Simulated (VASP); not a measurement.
# SnS2 (P-3m1) in VASP: a series of runs

The runs below take SnS2 through single point, relaxation of cell and atoms, with LDA.

All numbers are computed with VASP 6.6.1; they aren't measurements. Logs are shortened: lines on timing, memory, paths and dates and some standing lists are left out, and cuts for length are marked.

## Step 1: The cell of the first run

The structure is trigonal, space group P-3m1 (No. 164). The conventional cell has a = 3.632 Å, b = 3.632 Å, c = 5.707 Å, α = 90.00°, β = 90.00°, γ = 120.00°. Sn (site symmetry -3m) has 6 S at 2.56 Å within 3.4 Å. Within 3.7 Å of S (site symmetry 3m) lie 3 Sn at 2.56 Å and 12 S at 3.48 to 3.63 Å.

## Step 2: Single point, LDA

INCAR reads:

```
PREC = Accurate
ENCUT = 500
EDIFF = 1E-6
ISMEAR = 0
SIGMA = 0.02
LREAL = False
LASPH = True
NELM = 120
ALGO = Normal
ISIF = 2
LWAVE = False
LCHARG = False
GGA = CA
NBANDS = 20
GGA_COMPAT = False
```

KPOINTS reads:

```
regular mesh
0
Gamma
  9 9 6
```

POSCAR reads:

```
SnS2
1.0
    3.6316226941      0.0000000000      0.0000000000
   -1.8158113470      3.1450775101      0.0000000000
    0.0000000000      0.0000000000      5.7067821914
Sn S
1 2
Direct
    0.0000000000      0.0000000000      0.0000000000
    0.3333333333      0.6666666667      0.2571708021
    0.6666666667      0.3333333333      0.7428291979
```

Potentials or basis: VASP PAW LDA potentials, release 64 (Sn_d, S).

The run is started by

```console
cat potpaw_LDA.64/Sn_d/POTCAR potpaw_LDA.64/S/POTCAR > POTCAR
mpirun -np 1 vasp_std > vasp.out
```

OUTCAR:

```text
PREC = Accurate
   ENCUT = 500
   EDIFF = 1E-6
   ISMEAR = 0
   LREAL = False
   LASPH = True
   NELM = 120
   ISIF = 2
   GGA = CA

 ion  position               nearest neighbor table
   1  0.000  0.000  0.000-   2 2.56   3 2.56   3 2.56   2 2.56   3 2.56   2 2.56
   2  0.333  0.667  0.257-   1 2.56   1 2.56   1 2.56
   3  0.667  0.333  0.743-   1 2.56   1 2.56   1 2.56

  LATTYP: Found a hexagonal cell.
 ALAT       =     3.6316226941
 C/A-ratio  =     1.5714138478

  Lattice vectors:

 A1 = (   3.6316226941,   0.0000000000,   0.0000000000)
 A2 = (  -1.8158113470,   3.1450775101,   0.0000000000)
 A3 = (   0.0000000000,   0.0000000000,   5.7067821914)

Analysis of symmetry for initial positions (statically):
=====================================================================
 Subroutine PRICEL returns:
 Original cell was already a primitive cell.

 Routine SETGRP: Setting up the symmetry group for a
 hexagonal supercell.

 Subroutine GETGRP returns: Found 12 space group operations
 (whereof 12 operations were pure point group operations)
 out of a pool of 24 trial point group operations.

The static configuration has the point symmetry D_3d.

Analysis of symmetry for dynamics (positions and initial velocities):
=====================================================================
 Subroutine PRICEL returns:
 Original cell was already a primitive cell.

 Routine SETGRP: Setting up the symmetry group for a
 hexagonal supercell.

 Subroutine GETGRP returns: Found 12 space group operations
 (whereof 12 operations were pure point group operations)
 out of a pool of 24 trial point group operations.

The dynamic configuration has the point symmetry D_3d.

 Subroutine INISYM returns: Found 12 space group operations
 (whereof 12 operations are pure point group operations),
 and found     1 'primitive' translations

----------------------------------------------------------------------------------------

                                     Primitive cell

  volume of cell :      65.1814

  direct lattice vectors                    reciprocal lattice vectors
     3.631622694  0.000000000  0.000000000     0.275359002  0.158978594  0.000000000
    -1.815811347  3.145077510  0.000000000     0.000000000  0.317957188  0.000000000
[... 84 lines left out ...]
   LASPH  =      T    aspherical Exc in radial PAW
   ENCUT  =  500.0 eV  36.75 Ry    6.06 a.u.   6.62  6.62 10.40*2*pi/ulx,y,z
   NELM   =    120;   NELMIN=  2; NELMDL= -5     # of ELM steps
   EDIFF  = 0.1E-05   stopping-criterion for ELM
   LREAL  =      F    real-space projection
   EDIFFG = 0.1E-04   stopping-criterion for IOM
   NSW    =      0    number of steps for IOM
   IBRION =     -1    ionic relax: 0-MD 1-quasi-New 2-CG
   NFREE  =      0    steps in history (QN), initial steepest desc. (CG)
   ISIF   =      2    stress and relaxation
   ISYM   =      2    0-nonsym 1-usesym 2-fastsym
   POTIM  = 0.5000    time-step for ionic-motion
   TEBEG  =    0.0;   TEEND  =   0.0 temperature during run
   PSTRESS=    0.0 pullay stress
   NELECT =      26.0000    total number of electrons
   NUPDOWN=      -1.0000    fix difference up-down
   EMIN   =  10.00;   EMAX   =-10.00  energy-range for DOS
   EFERMI =   0.00;   METHOD = LEGACY
   ISMEAR =     0;   SIGMA  =   0.02  broadening in eV -4-tet -1-fermi 0-gaus
   EFERMI_NEDOS =   21; number of points for ismear=-14 and -15
   IALGO  =     38    algorithm
   IMIX   =      4    mixing-type and parameters
     AMIX     =   0.40;   BMIX     =  1.00
     AMIX_MAG =   1.60;   BMIX_MAG =  1.00
  volume/ion in A,a.u.               =      21.73       146.62
  Fermi-wavevector in a.u.,A,eV,Ry     =   1.205105  2.277318 19.759437  1.452278
  Thomas-Fermi vector in A             =   2.340811
   LORBIT       =      0    0 simple, 1 ext, 2 COOP (PROOUT), +10 PAW based schemes
   GGA     = CA    functional components
   LHFCALC =     F    Hartree Fock is set to
   AEXX    =    0.0000 exact exchange contribution
   IVDW    =     0    specifies the selected vdW correction
   LEPSILON=     F    determine dielectric tensor
   LRPA    =     F    only Hartree local field effects (RPA)
 non-spin polarized calculation
 Gauss-broadening in eV      SIGMA  =   0.02
  energy-cutoff  :      500.00
  volume of cell :       65.18
 maximum number of plane-waves:      1701
 NGX is ok and might be reduce to    28
   NGX = 13   NGY = 13   NGZ = 21

 number of electron      26.0000012 magnetization

 Free energy of the ion-electron system (eV)
  ---------------------------------------------------
  ext. energy  EPLUGINS =         0.00000000
  ---------------------------------------------------
  free energy    TOTEN  =       -15.07230244 eV

  energy without entropy =      -15.07230244  energy(sigma->0) =      -15.07230244

 E-fermi :   5.3625     XC(G=0): -10.2069

 val. band max:        5.1887348073   @ k =   0.0000   0.0000   0.0000
 cond. band min:       6.2580066806   @ k =   0.0000   0.4444   0.3333
 fundamental gap:      1.0692718733
 Fermi energy:         5.3624547771

 k-point     1 :       0.0000    0.0000    0.0000
  band No.  band energies     occupation
      1     -15.8702      2.00000
      2     -15.8702      2.00000
      3     -15.8195      2.00000
      4     -15.7906      2.00000
      5     -15.7906      2.00000
      6      -8.9321      2.00000
[... 541 lines left out ...]
     19      12.8207      0.00000
     20      15.1517      0.00000

 [... further k-points ...]

------------------------ aborting loop because EDIFF is reached ----------------------------------------

  FORCE on cell =-STRESS in cart. coord.  units (eV):
  Direction    XX          YY          ZZ          XY          YZ          ZX
  --------------------------------------------------------------------------------------
  -------------------------------------------------------------------------------------
  Total       -0.0120466     -0.0120466     -0.0312152     -0.0000000      0.0000000      0.0000000
  in kB       -0.2961083     -0.2961083     -0.7672785     -0.0000000      0.0000000      0.0000000
  external PRESSURE =      -0.4531650 kB  Pullay stress =       0.0000000 kB

 VOLUME and BASIS-vectors are now :
 -----------------------------------------------------------------------------
  energy-cutoff  :      500.00
  volume of cell :       65.18
      direct lattice vectors                 reciprocal lattice vectors
     3.631622694  0.000000000  0.000000000     0.275359002  0.158978594  0.000000000
    -1.815811347  3.145077510  0.000000000     0.000000000  0.317957188  0.000000000
     0.000000000  0.000000000  5.706782191     0.000000000  0.000000000  0.175230098

 POSITION                                       TOTAL-FORCE (eV/Angst)
 -----------------------------------------------------------------------------------
      0.00000      0.00000      0.00000        -0.000000      0.000000      0.000000
     -0.00000      2.09672      1.46762        -0.000000      0.000000     -0.006354
      1.81581      1.04836      4.23916         0.000000     -0.000000      0.006354
 -----------------------------------------------------------------------------------
    total drift:                                0.000000      0.000000      0.000000

  FREE ENERGIE OF THE ION-ELECTRON SYSTEM (eV)
  ---------------------------------------------------
  free  energy   TOTEN  =       -15.0723024429 eV

  energy  without entropy=      -15.0723024429  energy(sigma->0) =      -15.07230244
```

OSZICAR:

```text
N       E                     dE             d eps       ncg     rms          rms(c)
DAV:   1     0.207866178234E+03    0.20787E+03   -0.12121E+04  2544   0.153E+03
DAV:   2     0.865228141220E+01   -0.19921E+03   -0.19100E+03  2692   0.398E+02
DAV:   3    -0.146733983760E+02   -0.23326E+02   -0.22758E+02  3004   0.116E+02
DAV:   4    -0.155666083447E+02   -0.89321E+00   -0.89127E+00  3000   0.238E+01
DAV:   5    -0.155921359236E+02   -0.25528E-01   -0.25525E-01  3628   0.412E+00    0.890E+00
DAV:   6    -0.151221552088E+02    0.46998E+00   -0.89141E-01  3744   0.103E+01    0.623E+00
DAV:   7    -0.150775296885E+02    0.44626E-01   -0.25366E-01  3144   0.312E+00    0.180E+00
DAV:   8    -0.150727199593E+02    0.48097E-02   -0.25614E-02  3432   0.150E+00    0.606E-01
DAV:   9    -0.150723061557E+02    0.41380E-03   -0.20274E-03  2896   0.333E-01    0.155E-01
DAV:  10    -0.150723017620E+02    0.43936E-05   -0.31679E-04  3188   0.117E-01    0.673E-02
DAV:  11    -0.150723028055E+02   -0.10435E-05   -0.22484E-05  2860   0.304E-02    0.139E-02
DAV:  12    -0.150723024429E+02    0.36261E-06   -0.16342E-06  1932   0.895E-03
   1 F= -.15072302E+02 E0= -.15072302E+02  d E =-.403913E-37
```

stdout:

```text
POSCAR found type information on POSCAR SnS
 POSCAR found :  2 types and       3 ions
 scaLAPACK will be used
 LDA part: xc-table for (Slater(with rela. corr.)+CA(PZ))
 , standard interpolation
 POSCAR, INCAR and KPOINTS ok, starting setup
 FFT: planning ... GRIDC
 FFT: planning ... GRID_SOFT
 FFT: planning ... GRID
 WAVECAR not read
 entering main loop
```

It took 76 s on 1 thread of AMD EPYC 7R13, shared host; peak memory 0.17 GiB.

Results:

* Free energy: -15.0723 eV
* Pressure: 0.0 GPa
* Largest force: 0.006 eV/Å
* Band gap on the k mesh: 1.07 eV (least direct gap 1.63 eV)

Forces on the atoms (eV/Å):
```
Sn   0.000  0.000  0.000
S    0.000  0.000 -0.006
S    0.000  0.000  0.006
```

Caveat: spin-orbit coupling is left out, which moves the levels of the heavy elements; an odd mesh through Γ misses points on the zone boundary, where band edges can lie.

## Step 3: Relaxation of cell and atoms, LDA

This run uses another cell than the first one, of 22.57 Å³/atom.

INCAR reads:

```
SYSTEM = SnS2
PREC = Accurate
ENCUT = 500
EDIFF = 1E-7
ISMEAR = 0
SIGMA = 0.02
LREAL = .False.
LASPH = .True.
NELM = 120
ALGO = Normal
ISIF = 3
LWAVE = .False.
LCHARG = .False.
GGA = CA
IBRION = 2
NSW = 70
EDIFFG = -0.005
GGA_COMPAT = .False.
NELMIN = 4
```

KPOINTS reads:

```
Automatic mesh
0
Gamma
  9 9 6
  0 0 0
```

POSCAR reads:

```
SnS2
1.0
    3.6686266267      0.0000000000      0.0000000000
   -1.8343133133      3.1771238557      0.0000000000
    0.0000000000      0.0000000000      5.8096313574
Sn S
1 2
Direct
    0.0000000000      0.0000000000      0.0000000000
    0.3333333333      0.6666666667      0.2544694042
    0.6666666667      0.3333333333      0.7455305958
```

Potentials or basis: VASP PAW LDA potentials, release 64 (Sn_d, S).

The run is started by

```console
cat potpaw_LDA.64/Sn_d/POTCAR potpaw_LDA.64/S/POTCAR > POTCAR
mpirun -np 1 vasp_std > vasp.out
```

OUTCAR:

```text
SYSTEM = SnS2
   PREC = Accurate
   ENCUT = 500
   EDIFF = 1E-7
   ISMEAR = 0
   LREAL = .False.
   LASPH = .True.
   NELM = 120
   ISIF = 3
   GGA = CA
   IBRION = 2
   NSW = 70
   EDIFFG = -0.005
   NELMIN = 4

 ion  position               nearest neighbor table
   1  0.000  0.000  0.000-   2 2.58   3 2.58   2 2.58   3 2.58   3 2.58   2 2.58
   2  0.333  0.667  0.254-   1 2.58   1 2.58   1 2.58
   3  0.667  0.333  0.746-   1 2.58   1 2.58   1 2.58

  LATTYP: Found a hexagonal cell.
 ALAT       =     3.6686266267
 C/A-ratio  =     1.5835984276

  Lattice vectors:

 A1 = (   3.6686266267,   0.0000000000,   0.0000000000)
 A2 = (  -1.8343133133,   3.1771238557,   0.0000000000)
[... 372 lines left out ...]
  ---------------------------------------------------
  free energy    TOTEN  =       -15.07324605 eV

  energy without entropy =      -15.07324605  energy(sigma->0) =      -15.07324605

 E-fermi :   5.3452     XC(G=0): -10.2159

 val. band max:        5.2228126959   @ k =   0.0000   0.0000   0.0000
 cond. band min:       6.2800491316   @ k =   0.0000   0.4444   0.3333
 fundamental gap:      1.0572364357
 Fermi energy:         5.3451670288

 k-point     1 :       0.0000    0.0000    0.0000
  band No.  band energies     occupation
      1     -15.8499      2.00000
      2     -15.8499      2.00000
      3     -15.7992      2.00000
      4     -15.7703      2.00000
      5     -15.7703      2.00000
      6      -8.9170      2.00000
[... 457 lines left out ...]
      4     -15.7704      2.00000
      5     -15.7489      2.00000
      6      -7.9103      2.00000
[... 9 lines left out ...]
     16      10.8685      0.00000
     17      12.0301      0.00000

 [... further k-points ...]

------------------------ aborting loop because EDIFF is reached ----------------------------------------

  FORCE on cell =-STRESS in cart. coord.  units (eV):
  Direction    XX          YY          ZZ          XY          YZ          ZX
  --------------------------------------------------------------------------------------
  -------------------------------------------------------------------------------------
  Total       -0.0120136     -0.0120136      0.0040756     -0.0000000      0.0000000      0.0000000
  in kB       -0.2957919     -0.2957919      0.1003481     -0.0000000      0.0000000      0.0000000
  external PRESSURE =      -0.1637452 kB  Pullay stress =       0.0000000 kB
[... 18 lines left out ...]
  FREE ENERGIE OF THE ION-ELECTRON SYSTEM (eV)
  ---------------------------------------------------
  free  energy   TOTEN  =       -15.0732460514 eV

  energy  without entropy=      -15.0732460514  energy(sigma->0) =      -15.07324605

 reached required accuracy - stopping structural energy minimisation
```

OSZICAR:

```text
N       E                     dE             d eps       ncg     rms          rms(c)
DAV:   1     0.196600697502E+03    0.19660E+03   -0.12555E+04  2141   0.179E+03
DAV:   2     0.553166557278E+01   -0.19107E+03   -0.18740E+03  2335   0.406E+02
DAV:   3    -0.149153634309E+02   -0.20447E+02   -0.19687E+02  2711   0.122E+02
DAV:   4    -0.155526513173E+02   -0.63729E+00   -0.63647E+00  2699   0.231E+01
[... 149 lines left out ...]
       N       E                     dE             d eps       ncg     rms          rms(c)
DAV:   1    -0.150732511177E+02   -0.71162E-05   -0.15744E-04  2580   0.144E-01    0.119E-02
DAV:   2    -0.150732473823E+02    0.37354E-05   -0.12151E-05  2627   0.484E-02    0.692E-03
DAV:   3    -0.150732461426E+02    0.12397E-05   -0.30606E-06  2930   0.252E-02    0.212E-03
DAV:   4    -0.150732460514E+02    0.91211E-07   -0.23461E-07  1820   0.560E-03
  18 F= -.15073246E+02 E0= -.15073246E+02  d E =-.143658E-04
```

CONTCAR:

```text
SnS2
   1.00000000000000
     3.6321737654263364   -0.0000000000005765    0.0000000000000001
    -1.8160868826641641    3.1455547517973299   -0.0000000000000001
     0.0000000000000001    0.0000000000000002    5.6955221105937222
  Sn              S
     1     2
Direct
     0.0000000000000000    0.0000000000000000    0.0000000000000000
     0.3333333332999970    0.6666666667000030    0.2574762978385273
     0.6666666667000030    0.3333333332999970    0.7425237021614727

  0.00000000E+00  0.00000000E+00  0.00000000E+00
  0.00000000E+00  0.00000000E+00  0.00000000E+00
  0.00000000E+00  0.00000000E+00  0.00000000E+00
```

Wall time 17 min (1 thread of AMD EPYC 7R13, shared host); peak memory 0.17 GiB.

Results:

| Property | Result |
| --- | --- |
| Free energy | -15.0732 eV |
| Relaxed volume | 21.69 Å³/atom |
| Relaxed cell | a = 3.632 Å, b = 3.632 Å, c = 5.696 Å, α = 90.00°, β = 90.00°, γ = 120.00° |
| Space group after relaxing (to 0.1 Å) | P-3m1 (No. 164) |
| Energy gained by relaxing | 5.6 meV/atom |
| Ionic steps | 18 |
| Pressure after relaxing | 0.0 GPa |
| Band gap on the k mesh | 1.06 eV (least direct gap 1.62 eV) |

Forces in eV/Å, atoms in the order of the input:
```
Sn   0.000  0.000  0.000
S    0.000  0.000  0.003
S    0.000  0.000 -0.003
```

The path:
| step | energy change (eV) | largest force (eV/Å) | pressure (GPa) | volume (Å³) |
| --- | --- | --- | --- | --- |
| 1 | 0.0000 | 0.2288 | -2.46 | 67.72 |
| 2 | -0.0018 | 0.3710 | 2.42 | 64.37 |
| 3 | -0.0153 | 0.0684 | -0.08 | 65.96 |
| 4 | -0.0153 | 0.0749 | -0.03 | 65.92 |
| 5 | -0.0157 | 0.0494 | -0.01 | 65.80 |
| 6 | -0.0159 | 0.0194 | 0.02 | 65.67 |
| 7 | -0.0161 | 0.0071 | -0.06 | 65.64 |
| 8 | -0.0163 | 0.0192 | -0.24 | 65.59 |
| 9 | -0.0164 | 0.0130 | -0.19 | 65.53 |
| 10 | -0.0166 | 0.0057 | -0.05 | 65.35 |
| 11 | -0.0166 | 0.0427 | 0.22 | 64.97 |
| 12 | -0.0167 | 0.0236 | 0.09 | 65.16 |
| 13 | -0.0167 | 0.0201 | 0.07 | 65.13 |
| 14 | -0.0168 | 0.0161 | 0.05 | 65.09 |
| 15 | -0.0168 | 0.0081 | 0.00 | 65.01 |
| 16 | -0.0168 | 0.0119 | 0.02 | 65.05 |
| 17 | -0.0168 | 0.0053 | -0.01 | 65.07 |
| 18 | -0.0168 | 0.0027 | -0.02 | 65.07 |

Final structure:
```
CELL_PARAMETERS angstrom
3.63217 0.00000 0.00000
-1.81609 3.14555 0.00000
0.00000 0.00000 5.69552
ATOMIC_POSITIONS crystal
Sn 0.00000 0.00000 0.00000
S 0.33333 0.66667 0.25748
S 0.66667 0.33333 0.74252
```

Levels at points of the mesh, in eV from the valence-band top:
```
           k point  band 11  band 12  band 13  band 14  band 15  band 16
(0.00, 0.00, 0.00)    -0.59    -0.59     0.00     1.62     3.27     5.17
(0.00, 0.00, 0.50)    -0.97    -0.38    -0.38     2.97     3.38     4.81
```

Caveat: spin-orbit coupling is left out, which moves the levels of the heavy elements; an odd mesh through Γ misses points on the zone boundary, where band edges can lie.
